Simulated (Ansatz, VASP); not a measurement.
## One calculation of Al3Ru, two programs

```
Al Ru
1.0
     2.73790    0.00000    0.00000
    -1.36895    2.37109    0.00000
     0.00000    0.00000   10.48129
Al Ru
3 1
Cartesian
  0.0000 0.0000 2.4983
  0.0000 0.0000 7.9830
  0.0000 0.0000 5.2406
  0.0000 0.0000 0.0000
```

Alike in both runs: task single point; functional PBE; k mesh 6 × 6 × 2; occupations gaussian, width 0.1 eV; collinear spin.

|  | VASP | Ansatz |
| --- | --- | --- |
| version | VASP 6.6.1 | Ansatz 0.2.0 |
| potentials or method | VASP PAW PBE potentials, release 64 (Al, Ru_sv), cutoff 560 eV | scalar-relativistic, plane waves, PAW |
| valence electrons in the cell | 25 | 25 |

|  | VASP | Ansatz | Ansatz less VASP |
| --- | --- | --- | --- |
| gap on the k mesh at the Fermi level (eV) | none | none | - |
| pressure (GPa) | 0.4 | 0.5 | +0.07 |
| traceless stress, the component that is largest in VASP (GPa) | 0.38 | 0.32 | -0.061 |
| rms of the force components (eV/Å) | 0.006 | 0.005 | -0.0008 |
| net moment per atom (μB) | 0.08 | 0.08 | -0.002 |
| size of the moment on the site where the two differ most (μB) | 0.26 | 0.25 | -0.013 |

Site moments also hang on the region over which each program counts them. Atom by atom the forces differ by 0.001 eV/Å (rms over components). A gap of «none» marks a metal or a gap that the smearing closes.

The k mesh is coarse, so the values compare programs but aren't converged.
